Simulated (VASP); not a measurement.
Crystal: GaN.

```xyz
4
Lattice="3.1430 0.0000 0.0000 -1.5715 2.7219 0.0000 0.0000 0.0000 5.1058" Properties=species:S:1:pos:R:3 pbc="T T T"
Ga   -0.0002    1.8147    0.0000
Ga    1.5713    0.9072    2.5529
N    -0.0002    1.8147    1.9147
N     1.5713    0.9072    4.4676
```

Base run:

| Quantity | Value |
| --- | --- |
| Program | VASP 6.6.1 |
| Functional | r2SCAN |
| Potentials or basis | VASP PAW PBE potentials, release 64 (Ga_d, N) |
| Cutoff | 520 eV |
| k mesh | 7 × 7 × 4, shifted |
| Occupations | fermi-dirac, width 0.1 eV |
| Spin | no spin polarisation |

Its results: band gap on the k mesh 3.46 eV, direct; pressure 9.9 GPa; largest force 0.153 eV/Å.

The run is repeated on the same cell with these changes: k mesh from 7 × 7 × 4, shifted to 7 × 7 × 4; further incar settings from ALGO = Normal; EDIFF = 1e-07; NBANDS = 26; ISYM = 0 to ALGO = Normal; EDIFF = 1e-06; NBANDS = 26. What comes out?

Band gap on the k mesh 2.62 eV, direct; pressure 9.9 GPa; largest force 0.152 eV/Å.

Caveats: the PAW data sets were made with another functional, which shifts forces and pressure a little.

A k mesh can miss the band edges.
